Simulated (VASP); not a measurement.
Here is a VASP 6.6.1 calculation.

The input INCAR:

```
SYSTEM = Sn3GeO4
ALGO = Normal
EDIFF = 1E-6
ENCUT = 520
GGA = PE
ISIF = 2
ISMEAR = 0
LASPH = .TRUE.
LCHARG = .TRUE.
LELF = .TRUE.
LREAL = .FALSE.
LVHAR = .TRUE.
LWAVE = .FALSE.
NBANDS = 50
NELM = 100
PREC = Accurate
SIGMA = 0.02
```

File KPOINTS:

```
k-points
0
G
  8 8 8
  0 0 0
```

The input POSCAR:

```
Sn3GeO4
1.0
   -2.6911963000      2.6911963000      4.9794546000
    2.6911963000     -2.6911963000      4.9794546000
    2.6911963000      2.6911963000     -4.9794546000
Sn Ge O
3 1 4
Direct
    0.6285410000      0.6285410000      0.0000000000
    0.3662290000      0.8662290000      0.5000000000
    0.8662290000      0.3662290000      0.5000000000
    0.1496460000      0.1496460000      0.0000000000
    0.0021180000      0.0021180000      0.5095600000
    0.4925580000      0.4925580000      0.4904400000
    0.0021180000      0.4925580000      0.0000000000
    0.4925580000      0.0021180000      0.0000000000
```

Potentials or basis: VASP PAW PBE potentials, release 64 (Sn_d, Ge_d, O).

The run is started by

```sh
$ cat potpaw_PBE.64/Sn_d/POTCAR potpaw_PBE.64/Ge_d/POTCAR potpaw_PBE.64/O/POTCAR > POTCAR
$ mpirun -np 1 vasp_std > vasp.out
```

**Question.** What does it give for the largest force?

**Answer.** 0.077 eV/Å.

**Question.** Estimate the pressure.

**Answer.** 0.2 GPa.

**Question.** Predict the band gap on the k mesh.

**Answer.** 0.74 eV (least direct gap 2.08 eV).

Forces on the atoms (eV/Å):
```
Sn   0.000  0.000 -0.075
Sn   0.000  0.000  0.077
Sn   0.000  0.000  0.077
Ge   0.000  0.000 -0.070
O   -0.004 -0.004 -0.002
O    0.004  0.004 -0.002
O    0.004 -0.004 -0.002
O   -0.004  0.004 -0.002
```

Caveat: spin-orbit coupling is left out, which moves the levels of the heavy elements. A k mesh can miss the band edges.
